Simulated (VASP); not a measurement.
Set up this calculation in VASP 6.6.1, as the native input.

| Item | Value |
| --- | --- |
| Task | relaxation of cell and atoms |
| Functional | PBE |
| Potentials or basis | VASP PAW PBE potentials, release 64 (W_sv, O) |
| Cutoff | 600 eV |
| k mesh | 10 × 10 × 10 |
| Occupations | gaussian, width 0.02 eV |
| Spin | collinear spin, ferromagnetic start |
| Starting moments | [1.13, 0.0] μB |
| Hubbard terms | W d U = 6.2 eV |
| Dipole correction | no |
| Further INCAR settings | ALGO = Normal; EDIFF = 1e-07; IBRION = 2; EDIFFG = -0.01; NSW = 100; ISIF = 3 |

The structure of WO lies in POSCAR:

```
WO
1.0
    0.0000000000      2.4125935863      2.4125935863
    2.4125935863      0.0000000000      2.4125935863
    2.4125935863      2.4125935863      0.0000000000
W O
1 1
Direct
    0.0000000000      0.0000000000      0.0000000000
    0.2500000000      0.2500000000      0.2500000000
```

The input as run:

INCAR

```
SYSTEM = WO
  ALGO = Normal
  EDIFF = 1E-7
  EDIFFG = -0.01
  ENCUT = 600
  GGA = PE
  IBRION = 2
  ISIF = 3
  ISMEAR = 0
  ISPIN = 2
  LASPH = .TRUE.
  LCHARG = .FALSE.
  LDAU = .TRUE.
  LDAUJ = 0 0
  LDAUL = 2 -1
  LDAUPRINT = 1
  LDAUTYPE = 2
  LDAUU = 6.2 0
  LMAXMIX = 4
  LORBIT = 11
  LREAL = .FALSE.
  LWAVE = .FALSE.
  MAGMOM = 1.13 0
  NELM = 150
  NSW = 100
  PREC = Accurate
  SIGMA = 0.02
```

KPOINTS

```
k-points
0
G
  10 10 10
  0 0 0
```

Potentials or basis: VASP PAW PBE potentials, release 64 (W_sv, O).

Launch:

```bash
$ cat potpaw_PBE.64/W_sv/POTCAR potpaw_PBE.64/O/POTCAR > POTCAR
$ mpirun -np 1 vasp_std > vasp.out
```

Results of the run:

```yaml
Relaxed_volume: 14.45 Å³/atom
Relaxed_cell: a = 3.445 Å, b = 3.445 Å, c = 3.445 Å, α = 60.00°, β = 60.00°, γ = 60.00°
Space_group_after_relaxing_to_0.05_Å: F-43m (No. 216)
Energy_gained_by_relaxing: 7.1 meV/atom
Ionic_steps: 3
Pressure_after_relaxing: -0.1 GPa
Band_gap_on_the_k_mesh: 0.67 eV, indirect (least direct gap 1.10 eV)
Net_moment: 2.00 μB per cell
Site_moments: W +1.73; O +0.03 μB
Valence_electrons_inside_the_program's_atomic_spheres: W 11.58; O 5.08
```

Caveat: spin-orbit coupling is left out, which moves the levels of the heavy elements.

Wall time 3.2 min on 1 thread of Intel Xeon 8259CL, on a shared host, peak memory 0.21 GiB.
